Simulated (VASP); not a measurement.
**Co: single point with PBEsol**

Co:

```
Co
1.0
     2.45798    0.00000    0.00000
    -1.22899    2.12867    0.00000
     0.00000    0.00000    3.96061
Co
2
Cartesian
  0.0000 1.4191 0.9902
  1.2290 0.7096 2.9705
```

* Program: VASP 6.6.1
* Task: single point
* Functional: PBEsol
* Potentials or basis: VASP PAW PBE potentials, release 64 (Co)
* Cutoff: 520 eV
* k mesh: 12 × 12 × 6
* Occupations: gaussian, width 0.1 eV
* Spin: collinear spin, ferromagnetic start
* Starting moments: [1.94, 1.94] μB
* Dipole correction: no
* Further INCAR settings: ALGO = Fast; EDIFF = 1e-06; NBANDS = 20

```yaml
Pressure: -1.2 GPa
Net_moment: 3.08 μB per cell
Site_moments: Co +1.55 μB
Valence_electrons_inside_the_program's_atomic_spheres: Co 8.37
```

Stress tensor (GPa, compression positive):
```
-1.11  0.00  0.00
 0.00 -1.11  0.00
 0.00  0.00 -1.39
```

Levels at points of the mesh, in eV from the Fermi level:
Spin up:
```csv
k point,band 6,band 7,band 8,band 9,band 10,band 11,band 12,band 13,band 14,band 15
"(0.00, 0.00, 0.00)",-2.26,-2.26,-1.89,-1.89,-0.69,-0.69,-0.10,6.83,22.28,25.27
"(0.50, 0.00, 0.00)",-2.51,-2.16,-0.57,-0.44,-0.40,1.45,3.55,10.06,10.76,13.19
"(0.00, 0.00, 0.50)",-2.68,-2.68,-2.68,-1.02,-1.02,-1.02,-1.02,15.63,15.63,23.04
"(0.50, 0.00, 0.50)",-1.75,-0.98,-0.98,-0.47,-0.47,1.65,1.65,7.68,7.68,18.88
```
Spin down:
```csv
k point,band 5,band 6,band 7,band 8,band 9,band 10
"(0.00, 0.00, 0.00)",-1.05,-0.66,-0.66,-0.23,-0.23,-0.08
"(0.50, 0.00, 0.00)",-1.24,-1.11,-0.66,1.22,1.37,1.40
"(0.00, 0.00, 0.50)",-1.13,-1.13,-1.13,-1.13,0.73,0.73
"(0.50, 0.00, 0.50)",-0.11,-0.11,0.26,0.26,1.33,1.33
```

Run time: 83 s on 1 thread of Intel(R) Xeon(R) Platinum 8259CL CPU @ 2.50GHz (Skylake/Cascade Lake), with other jobs on the host, peak memory 0.16 GiB.

Caveat: the PAW data sets were made with another functional, which shifts forces and pressure a little.
